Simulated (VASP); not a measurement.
Set up this calculation in VASP 6.6.1, as the native input.

- Task: single point
- Functional: r2SCAN
- Potentials or basis: VASP PAW PBE potentials, release 64 (B)
- Cutoff: 520 eV
- k mesh: 7 × 7 × 7
- Occupations: fermi-dirac, width 0.05 eV
- Spin: no spin polarisation
- Dipole correction: no
- Further INCAR settings: ALGO = Normal; EDIFF = 1e-06; NBANDS = 30

Crystal: B.

```xyz
12
Lattice="2.4495 1.4142 4.1711 -2.4495 1.4142 4.1711 0.0000 -2.8285 4.1711" Properties=species:S:1:pos:R:3 pbc="T T T"
B    -1.5790    0.9116    2.8118
B     0.0000   -1.8232    2.8118
B     1.5790    0.9116    2.8118
B     1.5790   -0.9116    9.7014
B    -1.5790   -0.9116    9.7014
B     0.0000    1.8232    9.7014
B    -1.0075    0.5817    4.4746
B     0.0000   -1.1634    4.4746
B     1.0075    0.5817    4.4746
B     1.0075   -0.5817    8.0386
B    -1.0075   -0.5817    8.0386
B     0.0000    1.1634    8.0386
```

These files were run (other wordings do the same):

POSCAR

```
B
1.0
    2.4495216062      1.4142319587      4.1710813802
   -2.4495216062      1.4142319587      4.1710813802
    0.0000000000     -2.8284639174      4.1710813802
B
12
Direct
    0.0098385655      0.6544402897      0.0098385655
    0.0098385655      0.0098385655      0.6544402897
    0.6544402897      0.0098385655      0.0098385655
    0.9901614345      0.3455597103      0.9901614345
    0.3455597103      0.9901614345      0.9901614345
    0.9901614345      0.9901614345      0.3455597103
    0.2204860274      0.6317957861      0.2204860274
    0.2204860274      0.2204860274      0.6317957861
    0.6317957861      0.2204860274      0.2204860274
    0.7795139726      0.3682042139      0.7795139726
    0.3682042139      0.7795139726      0.7795139726
    0.7795139726      0.7795139726      0.3682042139
```

INCAR.step1

```
PREC = Accurate ; ENCUT = 520
ISMEAR = -1 ; SIGMA = 0.05
LREAL = False ; LASPH = True
NELM = 60 ; NBANDS = 30
GGA = PE ; ALGO = Normal
EDIFF = 1E-4 ; LWAVE = True
LCHARG = False
```

INCAR.step2

```
PREC = Accurate ; ENCUT = 520
EDIFF = 1E-6 ; ISMEAR = -1
SIGMA = 0.05 ; LREAL = False
LASPH = True ; NELM = 60
ALGO = Normal ; ISIF = 2
LWAVE = False ; LCHARG = True
METAGGA = R2SCAN ; LMIXTAU = True
LELF = True ; LVHAR = True
NBANDS = 30 ; ISTART = 1
```

KPOINTS

```
Automatic mesh
0
Gamma
  7 7 7
```

Potentials or basis: VASP PAW PBE potentials, release 64 (B).

Launch:

```sh
$ cat potpaw_PBE.64/B/POTCAR > POTCAR
$ cp INCAR.step1 INCAR
$ mpirun -np 1 vasp_std > vasp.out
$ cp INCAR.step2 INCAR
$ mpirun -np 1 vasp_std > vasp.out
```

Results of the run:

```json
{
  "Pressure": "0.2 GPa",
  "Largest force": "0.023 eV/Å",
  "Band gap on the k mesh": "1.64 eV, indirect (least direct gap 2.05 eV)"
}
```

Caveat: the PAW data sets were made with another functional, which shifts forces and pressure a little.

Wall time 3.9 min on 1 thread of Intel(R) Xeon(R) Platinum 8559C (Emerald Rapids), on a shared host, peak memory 0.27 GiB.
